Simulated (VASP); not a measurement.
# Al15Ni16 (a cell with a defect) in VASP: further runs, part 2 of 2

VASP 6.6.1.

## 4. Single point, PBE

Input file INCAR:

```
SYSTEM = Al15Ni16
  ALGO = Normal
  EDIFF = 1E-7
  ENCUT = 520
  GGA = PE
  ISIF = 2
  ISMEAR = 1
  LASPH = .TRUE.
  LCHARG = .FALSE.
  LREAL = Auto
  LUSENCCL = .FALSE.
  LWAVE = .FALSE.
  NBANDS = 124
  NELM = 60
  PREC = Accurate
  SIGMA = 0.1
```

Input file KPOINTS:

```
k-points
0
G
  4 4 4
  0 0 0
```

Input file POSCAR:

```
Al15Ni16
1.0
    0.0000000000      5.7836525300      5.7836525300
    5.7836525300      0.0000000000      5.7836525300
    5.7836525300      5.7836525300      0.0000000000
Al Ni
15 16
Direct
    0.1244125100      0.1251628000      0.1245052500
    0.1272765500      0.6228104500      0.6218740600
    0.1272271800      0.1275865600      0.6220663600
    0.3747950700      0.3751177500      0.8747308400
    0.1274191100      0.6223602300      0.1271187000
    0.3747698700      0.8750626400      0.3746737800
    0.3745165800      0.8750926200      0.8746756900
    0.6220742300      0.1275085900      0.1275376000
    0.8748735200      0.3748526100      0.3745267200
    0.6221854900      0.1276561400      0.6221621400
    0.8745367800      0.3747783800      0.8750719100
    0.6223629000      0.6221516800      0.1273031300
    0.8745749900      0.8750325800      0.3747413800
    0.6249329100      0.6250012700      0.6247889900
    0.8748938200      0.8749544000      0.8745980700
   -0.0000974300      0.0002773900      0.0003243300
    0.2498450800      0.2497743500      0.2493101100
    0.0001841700      0.0007792100      0.4974783300
    0.2495807000      0.2506915300      0.7496292700
    0.0009985500      0.4985701800     -0.0008279300
    0.2496913800      0.7500828300      0.2495256100
   -0.0005229500      0.4999345800      0.4999906000
    0.2517813100      0.7496660000      0.7486445100
    0.4981550000      0.0005087600      0.0003266900
    0.7491951600      0.2496239100      0.2502230000
    0.4995971100      0.0001915800      0.4998761100
    0.7488582900      0.2513087500      0.7500610800
    0.4997342400      0.4998229200     -0.0002913200
    0.7493746900      0.7491868700      0.2515643700
    0.5000479400      0.5002618900      0.4995899100
    0.7491111600      0.7494477300      0.7497198600
```

Command:

```console
cat potpaw_PBE.64/Al/POTCAR potpaw_PBE.64/Ni/POTCAR > POTCAR
mpirun -np 1 vasp_std > vasp.out
```

It took 9.2 min on 1 × NVIDIA H100 80GB with 1 thread of AMD EPYC 7R13 (Zen 3), shared host; peak memory 2.2 GiB.

It converged, with:

```yaml
Free_energy: -162.3571 eV
Pressure: -1.8 GPa
Largest_force: 0.083 eV/Å
Band_gap_on_the_k_mesh: zero (an odd number of electrons rules out a gap without spin polarisation)
```

Forces on the atoms (eV/Å):
```
Al  -0.008  0.005  0.004
Al  -0.017  0.000  0.000
Al   0.007  0.000  0.011
Al  -0.012 -0.010  0.002
Al   0.006  0.012 -0.007
Al  -0.008 -0.008  0.001
Al   0.007  0.004  0.009
Al   0.001  0.000 -0.009
Al   0.007  0.000  0.003
Al   0.010 -0.003 -0.008
Al  -0.003 -0.001  0.010
Al   0.008 -0.001 -0.006
Al  -0.005  0.009 -0.007
Al  -0.002 -0.004 -0.003
Al  -0.002 -0.004 -0.002
Ni  -0.039 -0.033 -0.029
Ni   0.040  0.024  0.018
Ni   0.049  0.055 -0.039
Ni  -0.043 -0.025  0.009
Ni   0.059 -0.032  0.016
Ni  -0.024  0.024 -0.019
Ni  -0.032  0.021  0.032
Ni   0.047 -0.037 -0.047
Ni  -0.044  0.035  0.036
Ni   0.031 -0.024 -0.006
Ni   0.025 -0.023  0.016
Ni  -0.058  0.026 -0.018
Ni   0.037  0.030 -0.017
Ni  -0.047 -0.045  0.036
Ni  -0.024 -0.024 -0.030
Ni   0.031  0.030  0.041
```

Levels at points of the mesh, in eV from the Fermi level:
```csv
k point,band 98,band 99,band 100,band 101,band 102,band 103,band 104,band 105,band 106,band 107
"(0.00, 0.00, 0.00)",-0.81,-0.45,-0.44,-0.44,1.68,1.68,1.68,2.29,2.29,2.29
"(0.50, 0.00, 0.00)",-0.09,-0.08,-0.08,-0.05,-0.01,0.04,0.04,0.05,0.25,0.40
"(0.00, 0.50, 0.00)",-0.09,-0.08,-0.08,-0.05,-0.01,0.04,0.04,0.05,0.25,0.39
"(0.00, 0.00, 0.50)",-0.09,-0.08,-0.08,-0.05,-0.01,0.04,0.05,0.05,0.25,0.40
"(0.50, 0.50, 0.50)",-0.09,-0.08,-0.08,-0.05,-0.01,0.04,0.04,0.05,0.25,0.40
"(0.50, 0.50, 0.00)",-0.48,-0.40,-0.39,-0.39,-0.28,-0.02,-0.01,0.07,0.07,1.09
"(0.00, 0.50, 0.50)",-0.48,-0.40,-0.39,-0.39,-0.28,-0.02,-0.02,0.07,0.07,1.10
"(0.50, 0.00, 0.50)",-0.48,-0.40,-0.39,-0.39,-0.28,-0.02,-0.02,0.07,0.07,1.09
```

Spin polarisation is off, so any magnetic state and its effect on volume and gap are missing.

## 5. Relaxation of the atoms, PBE

Input file INCAR:

```
PREC     = Accurate       # precision mode
ENCUT    = 520            # plane-wave cutoff, eV
EDIFF    = 1E-7           # SCF threshold, eV
ISMEAR   = 1              # smearing method
SIGMA    = 0.1            # smearing width, eV
LREAL    = Auto         
LASPH    = True           # aspherical terms in the spheres
NELM     = 100            # most SCF steps
ALGO     = Normal         # electronic algorithm
ISIF     = 2              # what is computed and relaxed
LWAVE    = False          # write WAVECAR
LCHARG   = False          # write CHGCAR
GGA      = PE             # functional
IBRION   = 2              # ionic algorithm
NSW      = 90             # ionic steps
EDIFFG   = -0.02          # ionic threshold
LUSENCCL = False
```

Input file KPOINTS:

```
regular mesh
0
Gamma
  2 2 2
```

Input file POSCAR:

```
Al15Ni16
1.0
    0.0000000000      5.7836525300      5.7836525300
    5.7836525300      0.0000000000      5.7836525300
    5.7836525300      5.7836525300      0.0000000000
Al Ni
15 16
Direct
    0.1243749200      0.1253929700      0.1256728800
    0.1250000000      0.6250000000      0.6250000000
    0.1243947400      0.1255129800      0.6254495000
    0.3722334700      0.3780541400      0.8729053500
    0.1243691800      0.6252655400      0.1258232800
    0.3718241500      0.8729449300      0.3779215100
    0.3741924900      0.8758168100      0.8757369100
    0.6243736300      0.1255323700      0.1256456600
    0.8747451300      0.3754032900      0.3751488200
    0.6242958100      0.1253797000      0.6253614600
    0.8767070900      0.3776590600      0.8735075400
    0.6244376300      0.6253734700      0.1255422900
    0.8767971100      0.8730913500      0.3780578300
    0.6243142500      0.6255900700      0.6253492900
    0.8773059900      0.8729271600      0.8730070000
    0.0010387100     -0.0002296500      0.0002489200
    0.2477595000      0.2511452400      0.2509290600
   -0.0007049800      0.0001040400      0.5008121600
    0.2500000000      0.2500000000      0.7500000000
    0.0005132100      0.5006409400     -0.0009181000
    0.2500000000      0.7500000000      0.2500000000
    0.0000000000      0.5000000000      0.5000000000
    0.2495559800      0.7505977400      0.7504655300
    0.4999319500     -0.0001324900     -0.0007638300
    0.7493290700      0.2509970200      0.2514310700
    0.4983251300     -0.0002904700      0.5024844300
    0.7499046800      0.2510052300      0.7487150000
    0.4991014100      0.5022126700     -0.0004822800
    0.7498182600      0.7486942500      0.2512393400
    0.5000000000      0.5000000000      0.5000000000
    0.7499583900      0.7501230200      0.7509153700
```

Potentials or basis: VASP PAW PBE potentials, release 64 (Al, Ni).

Command:

```console
cat potpaw_PBE.64/Al/POTCAR potpaw_PBE.64/Ni/POTCAR > POTCAR
mpirun -np 1 vasp_std > vasp.out
```

OUTCAR:

```text
PREC = Accurate
   ENCUT = 520
   EDIFF = 1E-7
   ISMEAR = 1
   LREAL = Auto
   LASPH = True
   NELM = 100
   ISIF = 2
   GGA = PE
   IBRION = 2
   NSW = 90
   EDIFFG = -0.02

 ion  position               nearest neighbor table
   1  0.124  0.125  0.126-  16 2.50  17 2.50  25 2.50  18 2.51  20 2.51  21 2.51  24 2.51  19 2.51
                             9 2.89   7 2.89   6 2.89  11 2.89  13 2.89   4 2.89
   2  0.125  0.625  0.625-  20 2.50  19 2.50  21 2.50  30 2.50  22 2.50  31 2.50  18 2.51  23 2.51
                             6 2.86   4 2.86  13 2.86  11 2.87  15 2.87
   3  0.124  0.126  0.625-  26 2.50  22 2.50  27 2.50  17 2.50  19 2.50  16 2.50  23 2.50  18 2.51
                            15 2.89   9 2.89   7 2.89   6 2.89  11 2.89
   4  0.372  0.378  0.873-  20 2.48  23 2.49  30 2.49  19 2.49  28 2.52  27 2.52  17 2.52  24 2.53
                             2 2.86  14 2.89   5 2.89  10 2.89   1 2.89   8 2.92
   5  0.124  0.625  0.126-  17 2.50  22 2.50  16 2.50  21 2.50  29 2.50  28 2.50  20 2.51  23 2.51
                             9 2.89  15 2.89  13 2.89   4 2.89   7 2.89
   6  0.372  0.873  0.378-  18 2.49  23 2.49  21 2.49  30 2.49  26 2.52  29 2.52  17 2.53  24 2.53
                             2 2.86   1 2.89  14 2.89  12 2.89   3 2.89   8 2.92
   7  0.374  0.876  0.876-  16 2.49  26 2.49  24 2.49  28 2.50  19 2.50  21 2.50  23 2.51  31 2.51
                             1 2.89  10 2.89  12 2.89   3 2.89   5 2.89  14 2.90
   8  0.624  0.126  0.126-  25 2.51  24 2.51  17 2.52  16 2.52  28 2.52  29 2.52  26 2.52  27 2.52
                            11 2.92  13 2.92   4 2.92   6 2.92  15 2.92
   9  0.875  0.375  0.375-  17 2.49  29 2.49  25 2.49  27 2.49  22 2.50  30 2.50  18 2.51  20 2.51
[... 31 lines left out ...]
  25  0.749  0.251  0.251-   9 2.49  10 2.50  12 2.50   1 2.50   8 2.51  13 2.52  11 2.52  30 2.88
                            18 2.89  20 2.90  28 2.90  26 2.91  16 2.91
  26  0.498  1.000  0.502-   7 2.49   3 2.50  14 2.50  10 2.50   8 2.52   6 2.52  13 2.53  19 2.88
                            23 2.88  31 2.89  17 2.90  29 2.90  25 2.91
  27  0.750  0.251  0.749-   9 2.49   3 2.50  14 2.50  10 2.50   8 2.52   4 2.52  15 2.52  11 2.53
                            30 2.88  18 2.88  22 2.89  24 2.90  28 2.90  16 2.91
  28  0.499  0.502  1.000-   7 2.50  14 2.50  12 2.50   5 2.50   8 2.52  11 2.52   4 2.52  21 2.88
                            23 2.88  31 2.88  27 2.90  25 2.90  17 2.91
  29  0.750  0.749  0.251-   9 2.49  14 2.50  12 2.50   5 2.50   8 2.52   6 2.52  13 2.53  15 2.53
                            30 2.88  22 2.89  20 2.89  24 2.90  26 2.90  16 2.91
  30  0.500  0.500  0.500-   4 2.49   6 2.49  12 2.50  10 2.50   9 2.50   2 2.50  14 2.51  25 2.88
                            29 2.88  27 2.88  21 2.89  19 2.89  23 2.90
  31  0.750  0.750  0.751-  15 2.49  11 2.49  13 2.49  12 2.50   2 2.50  10 2.51  14 2.51   7 2.51
                            24 2.88  20 2.88  28 2.88  18 2.89  26 2.89  22 2.90

  LATTYP: Found a face centered cubic cell.
 ALAT       =    11.5673050600

  Lattice vectors:

 A1 = (   0.0000000000,   5.7836525300,   5.7836525300)
 A2 = (   5.7836525300,   0.0000000000,   5.7836525300)
 A3 = (   5.7836525300,   5.7836525300,   0.0000000000)

Analysis of symmetry for initial positions (statically):
=====================================================================
 Subroutine PRICEL returns:
 Original cell was already a primitive cell.

 Routine SETGRP: Setting up the symmetry group for a
 face centered cubic supercell.

 Subroutine GETGRP returns: Found  1 space group operations
 (whereof  1 operations were pure point group operations)
 out of a pool of 48 trial point group operations.

The static configuration has the point symmetry C_1 .

Analysis of symmetry for dynamics (positions and initial velocities):
=====================================================================
 Subroutine PRICEL returns:
 Original cell was already a primitive cell.

 Routine SETGRP: Setting up the symmetry group for a
 face centered cubic supercell.

[... 138 lines left out ...]
   ICHARG =      2    charge: 1-file 2-atom 10-const
   ISPIN  =      1    spin polarized calculation?
   LNONCOLLINEAR =      F non collinear calculations
   LSORBIT =      F    spin-orbit coupling
   LASPH  =      T    aspherical Exc in radial PAW
   ENCUT  =  520.0 eV  38.22 Ry    6.18 a.u.  15.21 15.21 15.21*2*pi/ulx,y,z
   NELM   =    100;   NELMIN=  2; NELMDL= -5     # of ELM steps
   EDIFF  = 0.1E-06   stopping-criterion for ELM
   LREAL  =      T    real-space projection
   EDIFFG = -.2E-01   stopping-criterion for IOM
   NSW    =     90    number of steps for IOM
   IBRION =      2    ionic relax: 0-MD 1-quasi-New 2-CG
   NFREE  =      1    steps in history (QN), initial steepest desc. (CG)
   ISIF   =      2    stress and relaxation
   ISYM   =      2    0-nonsym 1-usesym 2-fastsym
   POTIM  = 0.5000    time-step for ionic-motion
   TEBEG  =    0.0;   TEEND  =   0.0 temperature during run
   PSTRESS=    0.0 pullay stress
   NELECT =     205.0000    total number of electrons
   NUPDOWN=      -1.0000    fix difference up-down
   EMIN   =  10.00;   EMAX   =-10.00  energy-range for DOS
   EFERMI =   0.00;   METHOD = LEGACY
   ISMEAR =     1;   SIGMA  =   0.10  broadening in eV -4-tet -1-fermi 0-gaus
   EFERMI_NEDOS =   21; number of points for ismear=-14 and -15
   IALGO  =     38    algorithm
   IMIX   =      4    mixing-type and parameters
     AMIX     =   0.40;   BMIX     =  1.00
     AMIX_MAG =   1.60;   BMIX_MAG =  1.00
  volume/ion in A,a.u.               =      12.48        84.23
  Fermi-wavevector in a.u.,A,eV,Ry     =   1.324689  2.503299 23.875516  1.754801
  Thomas-Fermi vector in A             =   2.454205
   LORBIT       =      0    0 simple, 1 ext, 2 COOP (PROOUT), +10 PAW based schemes
   GGA     = PE    functional components
   LHFCALC =     F    Hartree Fock is set to
   AEXX    =    0.0000 exact exchange contribution
   IVDW    =     0    specifies the selected vdW correction
   LEPSILON=     F    determine dielectric tensor
   LRPA    =     F    only Hartree local field effects (RPA)
 conjugate gradient relaxation of ions
 non-spin polarized calculation
 Methfessel and Paxton  Order N= 1 SIGMA  =   0.10
  energy-cutoff  :      520.00
  volume of cell :      386.93
 maximum number of plane-waves:     10478
 NGX is ok and might be reduce to    64
   NGX = 31   NGY = 31   NGZ = 31

--------------------------------------- Ionic step        1  -------------------------------------------

 number of electron     204.9999855 magnetization

 Free energy of the ion-electron system (eV)
  ---------------------------------------------------
  ext. energy  EPLUGINS =         0.00000000
  ---------------------------------------------------
  free energy    TOTEN  =      -161.51561643 eV

  energy without entropy =     -161.44022791  energy(sigma->0) =     -161.49048693

------------------------ aborting loop because EDIFF is reached ----------------------------------------

  FORCE on cell =-STRESS in cart. coord.  units (eV):
  Direction    XX          YY          ZZ          XY          YZ          ZX
  --------------------------------------------------------------------------------------
  -------------------------------------------------------------------------------------
  Total       -2.9735612     -2.9988978     -3.0111846      0.0240710     -0.0298027      0.0059195
  in kB      -12.3126318    -12.4175430    -12.4684189      0.0996709     -0.1234041      0.0245107
  external PRESSURE =     -12.3995313 kB  Pullay stress =       0.0000000 kB
[... 247 lines left out ...]
--------------------------------------- Ionic step        5  -------------------------------------------

 number of electron     204.9999861 magnetization

 Free energy of the ion-electron system (eV)
  ---------------------------------------------------
  ext. energy  EPLUGINS =         0.00000000
  ---------------------------------------------------
  free energy    TOTEN  =      -161.56085533 eV

  energy without entropy =     -161.49171592  energy(sigma->0) =     -161.53780886

 E-fermi :   9.2580     XC(G=0): -11.8273

 val. band max:        9.2544030920   @ k =   0.0000   0.0000   0.5000
 cond. band min:       9.2815610686   @ k =   0.0000   0.5000   0.0000
 fundamental gap:      0.0271579766
 Fermi energy:         9.2580152145

 k-point     1 :       0.0000    0.0000    0.0000
  band No.  band energies     occupation
      1      -1.4828      2.00000
      2       1.5249      2.00000
      3       1.5792      2.00000
      4       1.5803      2.00000
      5       1.5811      2.00000
      6       1.7641      2.00000
[... 925 lines left out ...]
    113      11.0286     -0.00000
    114      11.2586      0.00000
 [bands above 114 left out]

------------------------ aborting loop because EDIFF is reached ----------------------------------------

  FORCE on cell =-STRESS in cart. coord.  units (eV):
  Direction    XX          YY          ZZ          XY          YZ          ZX
  --------------------------------------------------------------------------------------
  -------------------------------------------------------------------------------------
  Total       -3.2913092     -3.2954803     -3.3039681      0.0153279     -0.0178947      0.0032340
  in kB      -13.6283314    -13.6456027    -13.6807481      0.0634683     -0.0740964      0.0133911
  external PRESSURE =     -13.6515608 kB  Pullay stress =       0.0000000 kB
[... 46 lines left out ...]
  FREE ENERGIE OF THE ION-ELECTRON SYSTEM (eV)
  ---------------------------------------------------
  free  energy   TOTEN  =      -161.5608553303 eV

  energy  without entropy=     -161.4917159214  energy(sigma->0) =     -161.53780886

 reached required accuracy - stopping structural energy minimisation
```

It took 9.2 min on 1 × NVIDIA H100 80GB with 1 thread of AMD EPYC 7R13 (Zen 3), shared host; peak memory 1.6 GiB.

What came out:

```yaml
Free_energy: -161.5609 eV
Energy_gained_by_relaxing: 1.5 meV/atom
Ionic_steps: 5
Pressure_after_relaxing: -1.4 GPa
Largest_force_after_relaxing: 0.019 eV/Å
Band_gap_on_the_k_mesh: zero (an odd number of electrons rules out a gap without spin polarisation)
```

Forces on the atoms (eV/Å):
```
Al  -0.007 -0.001 -0.001
Al   0.010  0.001 -0.002
Al  -0.005  0.001  0.011
Al  -0.002 -0.008 -0.001
Al  -0.004  0.011  0.000
Al  -0.003  0.003 -0.006
Al   0.000 -0.002  0.001
Al   0.013 -0.002  0.001
Al   0.005  0.003 -0.001
Al  -0.001 -0.007 -0.001
Al  -0.002  0.000  0.009
Al  -0.003 -0.003 -0.009
Al  -0.004  0.007  0.001
Al  -0.006 -0.002 -0.002
Al  -0.002 -0.004 -0.003
Ni  -0.007  0.004  0.006
Ni   0.001 -0.005 -0.006
Ni  -0.011  0.009 -0.006
Ni   0.017  0.003 -0.002
Ni  -0.004 -0.007  0.004
Ni   0.018 -0.002  0.003
Ni   0.017 -0.003 -0.001
Ni  -0.012 -0.011 -0.010
Ni  -0.002 -0.007 -0.011
Ni  -0.004  0.007  0.010
Ni   0.000  0.007  0.001
Ni  -0.006 -0.002  0.005
Ni   0.002 -0.001  0.002
Ni  -0.007  0.005 -0.002
Ni   0.019  0.001  0.001
Ni  -0.011  0.006  0.010
```

The path:
| step | energy change (eV) | largest force (eV/Å) | pressure (GPa) |
| --- | --- | --- | --- |
| 1 | 0.0000 | 0.2663 | -1.24 |
| 2 | -0.0312 | 0.1393 | -1.32 |
| 3 | -0.0446 | 0.0425 | -1.37 |
| 4 | -0.0446 | 0.0388 | -1.37 |
| 5 | -0.0452 | 0.0190 | -1.37 |

Final structure:
```
CELL_PARAMETERS angstrom
0.00000 5.78365 5.78365
5.78365 0.00000 5.78365
5.78365 5.78365 0.00000
ATOMIC_POSITIONS crystal
Al 0.12461 0.12531 0.12541
Al 0.12726 0.62286 0.62267
Al 0.12667 0.12756 0.62317
Al 0.37466 0.37545 0.87520
Al 0.12683 0.62304 0.12759
Al 0.37436 0.87533 0.37538
Al 0.37453 0.87544 0.87555
Al 0.62224 0.12763 0.12775
Al 0.87464 0.37541 0.37513
Al 0.62240 0.12742 0.62304
Al 0.87464 0.37526 0.87545
Al 0.62260 0.62298 0.12752
Al 0.87450 0.87524 0.37563
Al 0.62471 0.62533 0.62531
Al 0.87483 0.87527 0.87541
Ni 0.99982 0.00103 0.00140
Ni 0.24977 0.25046 0.25036
Ni 0.99992 0.00120 0.49860
Ni 0.25011 0.25038 0.74928
Ni 0.00069 0.49852 0.00060
Ni 0.25017 0.74914 0.25037
Ni 0.00060 0.49971 0.49985
Ni 0.25153 0.75002 0.74999
Ni 0.49827 0.00110 0.00083
Ni 0.74873 0.25033 0.25073
Ni 0.49911 0.00057 0.50036
Ni 0.74869 0.25216 0.75007
Ni 0.49968 0.50026 0.00042
Ni 0.74862 0.75006 0.25236
Ni 0.49991 0.49969 0.49949
Ni 0.74880 0.74966 0.75028
```

Caveat: the k points lie up to 0.47 Å⁻¹ apart, too coarse for converged energies and pressures of a metal. Spin polarisation is off, so any magnetic state and its effect on volume and gap are missing.

## 6. Summary

```tsv
task	cell	k mesh	gap on the mesh (eV)	pressure (GPa)	largest force (eV/Å)
relaxation of the atoms	atoms relaxed, atomic positions A	2 × 2 × 2	none	-1.3	0.01
single point	as given, atomic positions B	4 × 4 × 4	none	-1.9	0.07
single point	as given, atomic positions C	4 × 4 × 4	none	-1.8	0.08
relaxation of the atoms	atoms relaxed, atomic positions D	2 × 2 × 2	none	-1.4	0.02
```

Alike in all rows: level PBE; potentials or basis VASP PAW PBE potentials, release 64 (Al, Ni); no spin polarisation; cutoff (eV) 520; smearing methfessel-paxton 0.1 eV.

Caveats: some runs use coarse meshes.

Absolute energies hang on the potentials; compare differences alone.

The gap in the log of VASP goes by the Fermi energy; the results here count the filled bands.